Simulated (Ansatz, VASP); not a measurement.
## Si2WC3 in VASP and in Ansatz

```
Si W C
1.0
     2.87730    0.00000    0.00000
    -1.43865    2.49182    0.00000
     0.00000    0.00000    7.57556
Si W C
2 1 3
Direct
  0.33333 0.66667 0.34378
  0.66667 0.33333 0.65622
  0.00000 0.00000 0.00000
  0.00000 0.00000 0.50000
  0.66667 0.33333 0.19499
  0.33333 0.66667 0.80501
```

Change from the starting cell: species swapped into the Li3LaSb2 type (P-3m1, No. 164).

Alike in both runs: functional PBE; k mesh 5 × 5 × 3; occupations gaussian, width 0.2 eV; no spin polarisation.

Ansatz relaxed the structure, and its values are those at the end. VASP's run is a single point on that final structure, the one shown.

|  | VASP | Ansatz |
| --- | --- | --- |
| version | VASP 6.6.1 | Ansatz 0.2.0 |
| potentials or method | VASP PAW PBE potentials, release 64 (Si, W_sv, C), cutoff 600 eV | scalar-relativistic, plane waves, PAW |
| valence electrons in the cell | 34 | 34 |

```tsv
	VASP	Ansatz	Ansatz less VASP
gap on the k mesh at the Fermi level (eV)	none	none	-
pressure (GPa)	0.3	-0.1	-0.36
rms of the force components (eV/Å)	0.013	0.001	-0.0121
```

A gap of «none» marks a metal or a gap that the smearing closes.

The k mesh is coarse, so the values compare programs but aren't converged. Neither program's run includes spin-orbit coupling.
